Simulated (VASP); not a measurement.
A run of VASP 6.6.1 is set up as follows.

The input INCAR:

```
SYSTEM = Sb
  ALGO = Normal
  EDIFF = 1E-6
  ENCUT = 520
  GGA = CA
  ISIF = 2
  ISMEAR = -1
  LASPH = .TRUE.
  LCHARG = .FALSE.
  LREAL = .FALSE.
  LWAVE = .FALSE.
  NBANDS = 8
  NELM = 80
  PREC = Accurate
  SIGMA = 0.05
```

File KPOINTS:

```
k-points
0
G
  10 10 10
  0 0 0
```

POSCAR

```
Sb
1.0
    0.0000000000      2.3712425216      2.3712425216
    2.3712425216      0.0000000000      2.3712425216
    2.3712425216      2.3712425216      0.0000000000
Sb
1
Direct
    0.0000000000      0.0000000000      0.0000000000
```

Potentials or basis: VASP PAW LDA potentials, release 64 (Sb).

The run is started by

```sh
$ cat potpaw_LDA.64/Sb/POTCAR > POTCAR
$ mpirun -np 1 vasp_std > vasp.out
```

**Question.** What does it give for the pressure?

**Answer.** -2.2 GPa.
